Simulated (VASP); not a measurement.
# WS2 (R3m) in VASP: further runs, part 2 of 2

VASP 6.6.1. Earlier steps stand in the parts before.

### Step 5. Single point, PBEsol (strain +0.000 along x and y, -0.015 along z)

The input, INCAR:

```
SYSTEM = WS2
PREC = Accurate
ENCUT = 520
EDIFF = 1E-6
ISMEAR = 0
SIGMA = 0.05
LREAL = .False.
LASPH = .True.
NELM = 60
ALGO = Normal
ISIF = 2
LWAVE = .False.
LCHARG = .True.
GGA = PS
LELF = .True.
LVHAR = .True.
NBANDS = 20
```

The input, KPOINTS:

```
regular mesh
0
Gamma
  12 12 12
  0 0 0
```

The input, POSCAR:

```
WS2
1.0
    1.5738034023      0.9086358179      6.2749077711
   -1.5738034023      0.9086358179      6.2749077711
    0.0000000000     -1.8172716359      6.2749077711
W S
1 2
Direct
    0.9993284863      0.9993284863      0.9993284863
    0.7479630314      0.7479630314      0.7479630314
    0.5840084823      0.5840084823      0.5840084823
```

The run is started by

```bash
> cat potpaw_PBE.64/W_sv/POTCAR potpaw_PBE.64/S/POTCAR > POTCAR
> mpirun -np 1 vasp_std > vasp.out
```

Wall time 7.3 min (1 thread of AMD EPYC 9R45 (Zen 5), shared host); peak memory 0.43 GiB.

Results (log left out):

```yaml
Free_energy: -25.2607 eV
Pressure: 2.8 GPa
Largest_force: 0.506 eV/Å
Band_gap_on_the_k_mesh: 1.10 eV (least direct gap 1.87 eV)
```

Forces in eV/Å, atoms in the order of the input:
```
W    0.000  0.000  0.000
S    0.000  0.000  0.506
S    0.000  0.000 -0.506
```

Stress tensor (GPa, compression positive):
```
1.83 0.00 0.00
0.00 1.83 0.00
0.00 0.00 4.77
```

Levels at points of the mesh, in eV from the valence-band top:
```
           k point  band 10  band 11  band 12  band 13  band 14  band 15  band 16  band 17
(0.00, 0.00, 0.00)    -2.35    -2.35    -1.67    -1.18     2.30     2.30     2.63     2.63
(0.50, 0.00, 0.00)    -4.23    -2.56    -1.86    -1.71     2.34     2.68     3.66     4.10
(0.50, 0.50, 0.00)    -4.18    -3.07    -2.00    -1.56     2.30     2.82     3.26     4.50
(0.50, 0.50, 0.50)    -3.66    -2.33    -2.33     0.00     2.37     2.37     2.53     2.53
```

Caveat: the cell differs from its parent crystal (strain +0.000 along x and y, -0.015 along z); the PAW data sets were made with another functional, which shifts forces and pressure a little; spin-orbit coupling is left out, which moves the levels of the heavy elements.

### Step 6. Single point, PBEsol (strain -0.015 along x and y, +0.015 along z)

The input, INCAR:

```
SYSTEM = WS2
PREC = Accurate
ENCUT = 520
EDIFF = 1E-6
ISMEAR = 0
SIGMA = 0.05
LREAL = .FALSE.
LASPH = .TRUE.
NELM = 80
ALGO = Normal
ISIF = 2
LWAVE = .FALSE.
LCHARG = .FALSE.
GGA = PS
NBANDS = 20
```

The input, KPOINTS:

```
regular mesh
0
G
  12 12 12
  0 0 0
```

The input, POSCAR:

```
WS2
1.0
    1.5501963512      0.8950062807      6.4660217133
   -1.5501963512      0.8950062807      6.4660217133
    0.0000000000     -1.7900125614      6.4660217133
W S
1 2
Direct
    0.9993284863      0.9993284863      0.9993284863
    0.7479630314      0.7479630314      0.7479630314
    0.5840084823      0.5840084823      0.5840084823
```

Potentials or basis: VASP PAW PBE potentials, release 64 (W_sv, S).

The run is started by

```bash
> cat potpaw_PBE.64/W_sv/POTCAR potpaw_PBE.64/S/POTCAR > POTCAR
> mpirun -np 1 vasp_std > vasp.out
```

OUTCAR:

```text
SYSTEM = WS2
   PREC = Accurate
   ENCUT = 520
   EDIFF = 1E-6
   ISMEAR = 0
   LREAL = .FALSE.
   LASPH = .TRUE.
   NELM = 80
   ISIF = 2
   GGA = PS

 ion  position               nearest neighbor table
   1  0.999  0.999  0.999-   2 2.39   2 2.39   2 2.39   3 2.39   3 2.39   3 2.39
   2  0.748  0.748  0.748-   1 2.39   1 2.39   1 2.39
   3  0.584  0.584  0.584-   1 2.39   1 2.39   1 2.39

  LATTYP: Found a trigonal (rhomboedric) cell.
 ALAT       =     6.7092161812
 COS(alpha) =     0.8932273935

  Lattice vectors:

 A1 = (   1.5501963512,   0.8950062807,   6.4660217133)
 A2 = (  -1.5501963512,   0.8950062807,   6.4660217133)
 A3 = (   0.0000000000,  -1.7900125614,   6.4660217133)

Analysis of symmetry for initial positions (statically):
=====================================================================
 Subroutine PRICEL returns:
 Original cell was already a primitive cell.

 Routine SETGRP: Setting up the symmetry group for a
 trigonal (rhombohedral) supercell.

 Subroutine GETGRP returns: Found  6 space group operations
 (whereof  6 operations were pure point group operations)
[... 164 lines left out ...]

  energy without entropy =      -25.24932478  energy(sigma->0) =      -25.24932478

 E-fermi :   7.0933     XC(G=0): -10.9735

 val. band max:        6.8732033190   @ k =   0.5000   0.5000   0.5000
 cond. band min:       8.1392455026   @ k =  -0.1667   0.1667   0.0000
 fundamental gap:      1.2660421836
 Fermi energy:         7.0933049444

 k-point     1 :       0.0000    0.0000    0.0000
  band No.  band energies     occupation
      1     -67.2752      2.00000
      2     -31.5893      2.00000
      3     -31.3343      2.00000
      4     -31.3343      2.00000
      5      -8.5074      2.00000
      6      -6.6569      2.00000
[... 541 lines left out ...]
     19      15.3823      0.00000
     20      15.7827      0.00000

 [... further k-points ...]

------------------------ aborting loop because EDIFF is reached ----------------------------------------

  FORCE on cell =-STRESS in cart. coord.  units (eV):
  Direction    XX          YY          ZZ          XY          YZ          ZX
  --------------------------------------------------------------------------------------
  -------------------------------------------------------------------------------------
  Total        1.4170515      1.4170515     -0.3453086      0.0000000      0.0000000      0.0000000
  in kB       42.1788761     42.1788761    -10.2781934      0.0000000      0.0000000      0.0000000
  external PRESSURE =      24.6931863 kB  Pullay stress =       0.0000000 kB

 VOLUME and BASIS-vectors are now :
 -----------------------------------------------------------------------------
  energy-cutoff  :      520.00
  volume of cell :       53.83
      direct lattice vectors                 reciprocal lattice vectors
     1.550196351  0.895006281  6.466021713     0.322539786  0.186218432  0.051551533
    -1.550196351  0.895006281  6.466021713    -0.322539786  0.186218432  0.051551533
     0.000000000 -1.790012561  6.466021713     0.000000000 -0.372436865  0.051551533

 POSITION                                       TOTAL-FORCE (eV/Angst)
 -----------------------------------------------------------------------------------
      0.00000      0.00000     19.38504         0.000000      0.000000     -0.000103
      0.00000      0.00000     14.50904         0.000000      0.000000     -0.097207
      0.00000      0.00000     11.32863         0.000000      0.000000      0.097310
 -----------------------------------------------------------------------------------
    total drift:                               -0.000000     -0.000000      0.000145

  FREE ENERGIE OF THE ION-ELECTRON SYSTEM (eV)
  ---------------------------------------------------
  free  energy   TOTEN  =       -25.2493247795 eV

  energy  without entropy=      -25.2493247795  energy(sigma->0) =      -25.24932478
```

Run time: 7 min. Hardware: 1 thread of AMD EPYC 9R45 (Zen 5), shared host; peak memory 0.42 GiB.

What came out:

```
Free energy            : -25.2493 eV
Pressure               : 2.5 GPa
Largest force          : 0.097 eV/Å
Band gap on the k mesh : 1.27 eV (least direct gap 2.18 eV)
```

Forces in eV/Å, atoms in the order of the input:
```
W    0.000  0.000  0.000
S    0.000  0.000 -0.097
S    0.000  0.000  0.097
```

Stress tensor (GPa, compression positive):
```
 4.22  0.00  0.00
 0.00  4.22  0.00
 0.00  0.00 -1.03
```

Levels at points of the mesh, in eV from the valence-band top:
```
           k point  band 11  band 12  band 13  band 14  band 15  band 16
(0.00, 0.00, 0.00)    -1.71    -1.71    -1.14     2.78     2.78     2.96
(0.50, 0.00, 0.00)    -2.45    -1.41    -1.28     2.96     3.02     4.02
(0.50, 0.50, 0.00)    -2.90    -1.40    -1.24     2.94     3.22     3.63
(0.50, 0.50, 0.50)    -1.69    -1.69     0.00     2.83     2.83     2.88
```

Caveat: the cell differs from its parent crystal (strain -0.015 along x and y, +0.015 along z); the stress differs along the axes, from -1 to 4 GPa; the PAW data sets were made with another functional, which shifts forces and pressure a little; spin-orbit coupling is left out, which moves the levels of the heavy elements. A k mesh can miss the band edges.

### Step 7. Overview

| cell | gap on the mesh (eV) | pressure (GPa) | largest force (eV/Å) |
| --- | --- | --- | --- |
| a = 6.794 Å, angles 26.0°, 3 atoms | 1.39 | 5.2 | 0.20 |
| a = 6.441 Å, angles 28.3°, 3 atoms | 0.96 | 5.8 | 1.02 |
| a = 6.617 Å, angles 27.1°, 3 atoms | 1.20 | 5.3 | 0.39 |
| a = 6.533 Å, angles 27.9°, 3 atoms | 1.10 | 2.8 | 0.51 |
| a = 6.709 Å, angles 26.7°, 3 atoms | 1.27 | 2.5 | 0.10 |

Alike in all rows: task single point; level PBEsol; potentials or basis VASP PAW PBE potentials, release 64 (W_sv, S); no spin polarisation; k mesh 12 × 12 × 12; cutoff (eV) 520; smearing gaussian 0.05 eV.

Caveats: the PAW data sets were made with another functional, which shifts forces and pressure a little; spin-orbit coupling is left out, which moves the levels of the heavy elements; the stress differs along the axes, from -2 to 9 GPa (at least some runs); the stress differs along the axes, from 4 to 10 GPa (at least some runs); the cell stands under pressure (at least some runs); the stress differs along the axes, from -1 to 4 GPa (at least some runs).

Total energies depend on the potentials used, so only differences within one code and one set of settings carry meaning.
